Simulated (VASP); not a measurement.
## BAs: relaxation of cell and atoms with LDA

The system is BAs.

```xyz
2
Lattice="0.0000 2.3885 2.3885 2.3885 0.0000 2.3885 2.3885 2.3885 0.0000" Properties=species:S:1:pos:R:3 pbc="T T T"
B     0.0000    0.0000    0.0000
As    1.1943    1.1943    1.1943
```

- Program: VASP 6.6.1
- Task: relaxation of cell and atoms
- Functional: LDA
- Potentials or basis: VASP PAW LDA potentials, release 64 (B, As)
- Cutoff: 600 eV
- k mesh: 15 × 15 × 15
- Occupations: fermi-dirac, width 0.05 eV
- Spin: no spin polarisation
- Dipole correction: no
- Further INCAR settings: ALGO = Normal; EDIFF = 1e-06; IBRION = 2; EDIFFG = -0.005; NSW = 70; ISIF = 3

* Relaxed volume: 13.33 Å³/atom
* Relaxed cell: a = 3.353 Å, b = 3.353 Å, c = 3.353 Å, α = 60.00°, β = 60.00°, γ = 60.00°
* Space group after relaxing (to 0.05 Å): F-43m (No. 216)
* Energy gained by relaxing: 2.9 meV/atom
* Ionic steps: 3
* Pressure after relaxing: 0.0 GPa
* Band gap on the k mesh: 1.10 eV, indirect (least direct gap 3.28 eV)

Step by step:
| step | energy change (eV) | largest force (eV/Å) | pressure (GPa) | volume (Å³) |
| --- | --- | --- | --- | --- |
| 1 | 0.0000 | 0.0000 | -3.09 | 27.25 |
| 2 | -0.0025 | 0.0000 | 2.50 | 26.23 |
| 3 | -0.0058 | 0.0000 | -0.01 | 26.66 |

Final structure:
```
B As
1.0
     0.00000    2.37115    2.37115
     2.37115    0.00000    2.37115
     2.37115    2.37115    0.00000
B As
1 1
Direct
  0.00000 0.00000 0.00000
  0.25000 0.25000 0.25000
```

Levels at points of the mesh, in eV from the valence-band top:
| k point | band 1 | band 2 | band 3 | band 4 | band 5 | band 6 | band 7 | band 8 |
| --- | --- | --- | --- | --- | --- | --- | --- | --- |
| (0.00, 0.00, 0.00) | -15.58 | 0.00 | 0.00 | 0.00 | 3.28 | 3.28 | 3.28 | 4.97 |

It took 35 s on 1 thread of Intel(R) Xeon(R) Platinum 8375C CPU @ 2.90GHz (Ice Lake), with other jobs on the host, peak memory 0.18 GiB.

A k mesh can miss the band edges. LDA usually gives volumes a few per cent too small.
